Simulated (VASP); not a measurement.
The system is LuH3.

```
Lu H
1.0
    -1.67408    1.67408    2.78220
     1.67408   -1.67408    2.78220
     1.67408    1.67408   -2.78220
Lu H
1 3
Cartesian
  0.0000 0.0000 0.0000
  0.0000 1.6741 1.3911
  1.6741 0.0000 1.3911
  0.0000 0.0000 2.7822
```

Base run:

```yaml
Program: VASP 6.6.1
Functional: r2SCAN
Potentials_or_basis: VASP PAW PBE potentials, release 64 (Lu, H)
Cutoff: 660 eV
k_mesh: 8 × 8 × 8
Occupations: methfessel-paxton, width 0.05 eV
Spin: no spin polarisation
```

Its results: band gap on the k mesh 0.29 eV (least direct gap 0.59 eV); pressure 0.9 GPa.

The run is repeated on the same cell with these changes: k mesh from 8 × 8 × 8 to 5 × 5 × 5. What comes out?

Band gap on the k mesh 0.56 eV (least direct gap 0.58 eV); pressure 1.2 GPa.

Caveats: some runs use coarse meshes; the PAW data sets were made with another functional, which shifts forces and pressure a little; spin-orbit coupling is left out, which moves the levels of the heavy elements; an odd mesh through Γ misses points on the zone boundary, where band edges can lie (at least some runs).
